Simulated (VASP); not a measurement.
TaSi2:

```
CELL_PARAMETERS angstrom
-1.66000 1.66000 4.07500
1.66000 -1.66000 4.07500
1.66000 1.66000 -4.07500
ATOMIC_POSITIONS crystal
Ta 0.00000 0.00000 0.00000
Si 0.33330 0.33330 0.00000
Si 0.66670 0.66670 0.00000
```

```yaml
Program: VASP 6.6.1
Task: relaxation of cell and atoms
Functional: PBE
Potentials_or_basis: VASP PAW PBE potentials, release 64 (Ta_pv, Si)
Cutoff: 600 eV
k_mesh: 8 × 8 × 8
Occupations: gaussian, width 0.2 eV
Spin: no spin polarisation
```

At the start: pressure -1.9 GPa; volume 14.97 Å³/atom.

Problem. How do energy, volume and symmetry change on relaxing?

Solution. Over 6 steps the energy falls by 4.5 meV/atom and the volume is 14.77 Å³/atom (-1.3 %); space group I4/mmm (No. 139, to 0.1 Å) before and after.

The path:
| step | energy change (eV) | largest force (eV/Å) | pressure (GPa) | volume (Å³) |
| --- | --- | --- | --- | --- |
| 1 | 0.0000 | 0.0889 | -1.94 | 44.92 |
| 2 | -0.0072 | 0.1762 | 2.51 | 43.74 |
| 3 | -0.0107 | 0.1452 | 0.84 | 44.16 |
| 4 | -0.0125 | 0.0741 | -0.52 | 44.43 |
| 5 | -0.0127 | 0.0906 | -0.19 | 44.36 |
| 6 | -0.0135 | 0.0283 | -0.06 | 44.31 |

Final structure:
```
Ta Si
1.0
    -1.64197    1.64197    4.10902
     1.64197   -1.64197    4.10902
     1.64197    1.64197   -4.10902
Ta Si
1 2
Direct
  0.00000 0.00000 0.00000
  0.33165 0.33165 0.00000
  0.66835 0.66835 0.00000
```
